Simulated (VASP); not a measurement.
# In (Fm-3m) in VASP: further runs

Runs on In. Level: RPBE. Tasks: single point.

All numbers are computed with VASP 6.6.1; they aren't measurements. Logs are shortened: lines on timing, memory, paths and dates and some standing lists are left out, and cuts for length are marked.

## 1. The cell of the first run

It takes space group Fm-3m (No. 225, cubic). The conventional cell has a = 4.865 Å, b = 4.865 Å, c = 4.865 Å, α = 90.00°, β = 90.00°, γ = 90.00°. Within 4.5 Å of In (site symmetry m-3m) lie 12 In at 3.44 Å.

## 2. Single point, RPBE

INCAR reads:

```
PREC = Accurate
ENCUT = 520
EDIFF = 1E-6
ISMEAR = -1
SIGMA = 0.1
LREAL = False
LASPH = True
NELM = 60
ALGO = Normal
ISIF = 2
LWAVE = False
LCHARG = False
GGA = RP
NBANDS = 12
```

KPOINTS reads:

```
regular mesh
0
Gamma
  13 13 13
```

POSCAR reads:

```
In
1.0
    0.0000000000      2.4322909982      2.4322909982
    2.4322909982      0.0000000000      2.4322909982
    2.4322909982      2.4322909982      0.0000000000
In
1
Direct
    0.0000000000      0.0000000000      0.0000000000
```

Potentials or basis: VASP PAW PBE potentials, release 64 (In_d).

Command:

```console
$ cat potpaw_PBE.64/In_d/POTCAR > POTCAR
$ mpirun -np 1 vasp_std > vasp.out
```

OUTCAR:

```text
PREC = Accurate
   ENCUT = 520
   EDIFF = 1E-6
   ISMEAR = -1
   LREAL = False
   LASPH = True
   NELM = 60
   ISIF = 2
   GGA = RP

 ion  position               nearest neighbor table
   1  0.000  0.000  0.000-

  LATTYP: Found a face centered cubic cell.
 ALAT       =     4.8645819964

  Lattice vectors:

 A1 = (   0.0000000000,   2.4322909982,   2.4322909982)
 A2 = (   2.4322909982,   0.0000000000,   2.4322909982)
 A3 = (   2.4322909982,   2.4322909982,   0.0000000000)

Analysis of symmetry for initial positions (statically):
=====================================================================
 Subroutine PRICEL returns:
 Original cell was already a primitive cell.

 Routine SETGRP: Setting up the symmetry group for a
 face centered cubic supercell.

 Subroutine GETGRP returns: Found 48 space group operations
 (whereof 48 operations were pure point group operations)
 out of a pool of 48 trial point group operations.

The static configuration has the point symmetry O_h .

Analysis of symmetry for dynamics (positions and initial velocities):
=====================================================================
 Subroutine PRICEL returns:
 Original cell was already a primitive cell.

 Routine SETGRP: Setting up the symmetry group for a
 face centered cubic supercell.

 Subroutine GETGRP returns: Found 48 space group operations
 (whereof 48 operations were pure point group operations)
 out of a pool of 48 trial point group operations.

The dynamic configuration has the point symmetry O_h .

 Subroutine INISYM returns: Found 48 space group operations
 (whereof 48 operations are pure point group operations),
 and found     1 'primitive' translations

----------------------------------------------------------------------------------------

                                     Primitive cell

  volume of cell :      28.7791

  direct lattice vectors                    reciprocal lattice vectors
     0.000000000  2.432290998  2.432290998    -0.205567508  0.205567508  0.205567508
     2.432290998  0.000000000  2.432290998     0.205567508 -0.205567508  0.205567508
     2.432290998  2.432290998  0.000000000     0.205567508  0.205567508 -0.205567508

  length of vectors
     3.439778917  3.439778917  3.439778917     0.356053369  0.356053369  0.356053369

  position of ions in fractional coordinates (direct lattice)
     0.000000000  0.000000000  0.000000000

  ion indices of the primitive-cell ions
[... 75 lines left out ...]
   LREAL  =      F    real-space projection
   EDIFFG = 0.1E-04   stopping-criterion for IOM
   NSW    =      0    number of steps for IOM
   IBRION =     -1    ionic relax: 0-MD 1-quasi-New 2-CG
   NFREE  =      0    steps in history (QN), initial steepest desc. (CG)
   ISIF   =      2    stress and relaxation
   ISYM   =      2    0-nonsym 1-usesym 2-fastsym
   POTIM  = 0.5000    time-step for ionic-motion
   TEBEG  =    0.0;   TEEND  =   0.0 temperature during run
   PSTRESS=    0.0 pullay stress
   NELECT =      13.0000    total number of electrons
   NUPDOWN=      -1.0000    fix difference up-down
   EMIN   =  10.00;   EMAX   =-10.00  energy-range for DOS
   EFERMI =   0.00;   METHOD = LEGACY
   ISMEAR =    -1;   SIGMA  =   0.10  broadening in eV -4-tet -1-fermi 0-gaus
   EFERMI_NEDOS =   21; number of points for ismear=-14 and -15
   IALGO  =     38    algorithm
   IMIX   =      4    mixing-type and parameters
     AMIX     =   0.40;   BMIX     =  1.00
     AMIX_MAG =   1.60;   BMIX_MAG =  1.00
  volume/ion in A,a.u.               =      28.78       194.21
  Fermi-wavevector in a.u.,A,eV,Ry     =   1.256118  2.373719 21.467711  1.577832
  Thomas-Fermi vector in A             =   2.389842
   LORBIT       =      0    0 simple, 1 ext, 2 COOP (PROOUT), +10 PAW based schemes
   GGA     = RP    functional components
   LHFCALC =     F    Hartree Fock is set to
   AEXX    =    0.0000 exact exchange contribution
   IVDW    =     0    specifies the selected vdW correction
   LEPSILON=     F    determine dielectric tensor
   LRPA    =     F    only Hartree local field effects (RPA)
 non-spin polarized calculation
  energy-cutoff  :      520.00
  volume of cell :       28.78
 maximum number of plane-waves:       791
 NGX is ok and might be reduce to    28
   NGX = 13   NGY = 13   NGZ = 13

 number of electron      13.0000000 magnetization

 Free energy of the ion-electron system (eV)
  ---------------------------------------------------
  ext. energy  EPLUGINS =         0.00000000
  ---------------------------------------------------
  free energy    TOTEN  =        -2.20605277 eV

  energy without entropy =       -2.18992277  energy(sigma->0) =       -2.19798777

 E-fermi :   6.6570     XC(G=0):  -9.7098

 val. band max:        6.5495794349   @ k =   0.3846   0.0769   0.0000
 cond. band min:       6.6608672876   @ k =   0.4615   0.2308   0.0000
 fundamental gap:      0.1112878527
 Fermi energy:         6.6569895812

 k-point     1 :       0.0000    0.0000    0.0000
  band No.  band energies     occupation
      1      -7.9827      2.00000
      2      -7.9827      2.00000
      3      -7.9827      2.00000
      4      -7.8532      2.00000
      5      -7.8532      2.00000
      6      -2.2763      2.00000
      7      16.4053      0.00000
      8      16.4053      0.00000
      9      16.4053      0.00000
     10      17.8730      0.00000
     11      19.8198      0.00000
     12      19.8198      0.00000
[... 331 lines left out ...]
 k-point    24 :       0.4615    0.1538    0.0000
  band No.  band energies     occupation
      1      -8.0212      2.00000
      2      -7.9581      2.00000
      3      -7.9182      2.00000
      4      -7.8053      2.00000
      5      -7.7302      2.00000
      6       1.5988      2.00000
      7       5.5864      1.99996
      8      12.0092      0.00000
      9      12.9094      0.00000
     10      15.3720      0.00000
     11      20.8246      0.00000
     12      20.8962      0.00000

 [... further k-points ...]
[... 5 lines left out ...]
  --------------------------------------------------------------------------------------
  -------------------------------------------------------------------------------------
  Total       -0.0060860     -0.0060860     -0.0060860     -0.0000000     -0.0000000      0.0000000
  in kB       -0.3388203     -0.3388203     -0.3388203     -0.0000000     -0.0000000      0.0000000
  external PRESSURE =      -0.3388203 kB  Pullay stress =       0.0000000 kB

 VOLUME and BASIS-vectors are now :
 -----------------------------------------------------------------------------
  energy-cutoff  :      520.00
  volume of cell :       28.78
      direct lattice vectors                 reciprocal lattice vectors
     0.000000000  2.432290998  2.432290998    -0.205567508  0.205567508  0.205567508
     2.432290998  0.000000000  2.432290998     0.205567508 -0.205567508  0.205567508
     2.432290998  2.432290998  0.000000000     0.205567508  0.205567508 -0.205567508

 POSITION                                       TOTAL-FORCE (eV/Angst)
 -----------------------------------------------------------------------------------
      0.00000      0.00000      0.00000         0.000000      0.000000     -0.000000
 -----------------------------------------------------------------------------------
    total drift:                               -0.000000     -0.000000     -0.000000

  FREE ENERGIE OF THE ION-ELECTRON SYSTEM (eV)
  ---------------------------------------------------
  free  energy   TOTEN  =        -2.2060527727 eV

  energy  without entropy=       -2.1899227652  energy(sigma->0) =       -2.19798777
```

OSZICAR:

```text
N       E                     dE             d eps       ncg     rms          rms(c)
DAV:   1     0.784169490008E+02    0.78417E+02   -0.62474E+03  2040   0.134E+03
DAV:   2     0.174987850625E+01   -0.76667E+02   -0.74818E+02  2104   0.285E+02
DAV:   3    -0.212591985306E+01   -0.38758E+01   -0.38630E+01  2424   0.647E+01
DAV:   4    -0.221416801820E+01   -0.88248E-01   -0.88223E-01  2592   0.998E+00
DAV:   5    -0.221791343099E+01   -0.37454E-02   -0.37453E-02  2700   0.182E+00    0.180E+00
DAV:   6    -0.220715462347E+01    0.10759E-01   -0.21220E-02  2604   0.282E+00    0.951E-01
DAV:   7    -0.220589194897E+01    0.12627E-02   -0.90102E-03  2572   0.168E+00    0.205E-01
DAV:   8    -0.220603689968E+01   -0.14495E-03   -0.99247E-04  2460   0.478E-01    0.285E-02
DAV:   9    -0.220605201918E+01   -0.15120E-04   -0.30274E-05  2616   0.651E-02    0.124E-02
DAV:  10    -0.220605277268E+01   -0.75349E-06   -0.15694E-06  2196   0.117E-02
   1 F= -.22060528E+01 E0= -.21979878E+01  d E =-.161300E-01
```

stdout:

```text
POSCAR found type information on POSCAR In
 POSCAR found :  1 types and       1 ions
 scaLAPACK will be used
 -----------------------------------------------------------------------------
|                                                                             |
|                                                                             |
|     You enforced a specific xc type in the INCAR file but a different       |
|     I HOPE YOU KNOW WHAT YOU ARE DOING!                                     |
|                                                                             |
 -----------------------------------------------------------------------------

 LDA part: xc-table for (Slater+PW92), standard interpolation
 POSCAR, INCAR and KPOINTS ok, starting setup
 FFT: planning ... GRIDC
 FFT: planning ... GRID_SOFT
 FFT: planning ... GRID
 WAVECAR not read
 entering main loop
```

Wall time 30 s (1 thread of Intel Xeon Platinum 8488C (Sapphire Rapids), shared host); peak memory 0.17 GiB.

Results:

```yaml
Free_energy: -2.2061 eV
Pressure: 0.0 GPa
```

Caveat: the PAW data sets were made with another functional, which shifts forces and pressure a little; spin-orbit coupling is left out, which moves the levels of the heavy elements.

(Continued in part 2 of 3.)
